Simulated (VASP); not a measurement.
Input of a VASP 6.6.1 run:

File INCAR:

```
SYSTEM = Si2Ni
PREC = Accurate
ENCUT = 520
EDIFF = 1E-7
ISMEAR = 0
SIGMA = 0.15
LREAL = .FALSE.
LASPH = .TRUE.
NELM = 80
ALGO = Fast
ISIF = 2
LWAVE = .FALSE.
LCHARG = .FALSE.
GGA = PE
NBANDS = 48
```

Contents of KPOINTS:

```
regular mesh
0
G
  10 10 10
  0 0 0
```

POSCAR

```
Si2Ni
1.0
    5.4468258007      0.0000000000      0.0000000000
    0.0000000000     -5.4468258007      0.0000000000
    0.0000000000      0.0000000000     -5.4468258007
Si Ni
8 4
Direct
    0.2500000000      0.2500000000      0.2132813666
    0.7500000000      0.7500000000      0.2500000000
    0.7500000000      0.2500000000      0.7500000000
    0.2500000000      0.7500000000      0.7500000000
    0.7500000000      0.7500000000      0.7500000000
    0.2500000000      0.2500000000      0.7500000000
    0.2500000000      0.7500000000      0.2500000000
    0.7500000000      0.2500000000      0.2500000000
    0.0000000000      0.5000000000      0.5000000000
    0.5000000000      0.0000000000      0.5000000000
    0.5000000000      0.5000000000      0.0000000000
    0.0000000000      1.0000000000      1.0000000000
```

Potentials or basis: VASP PAW PBE potentials, release 64 (Si, Ni).

Run with:

```sh
$ cat potpaw_PBE.64/Si/POTCAR potpaw_PBE.64/Ni/POTCAR > POTCAR
$ mpirun -np 1 vasp_std > vasp.out
```

Problem. Predict the largest force.

Solution. 1.831 eV/Å.

Problem. Predict the band gap on the k mesh.

Solution. Zero (bands 36 and 37 overlap by 0.91 eV).

Problem. What does it give for the pressure?

Solution. 0.3 GPa.

Stress tensor (GPa, compression positive):
```
 0.24 -1.37  0.00
-1.37  0.24  0.00
 0.00  0.00  0.56
```

Caveat: the cell differs from its parent crystal (atom 1 (Si) moved +0.200 Å along Cartesian [0 0 1]); forces of over 1 eV/Å act on the atoms, so gaps and moduli don't describe the material at rest. Spin polarisation is off, so any magnetic state and its effect on volume and gap are missing.
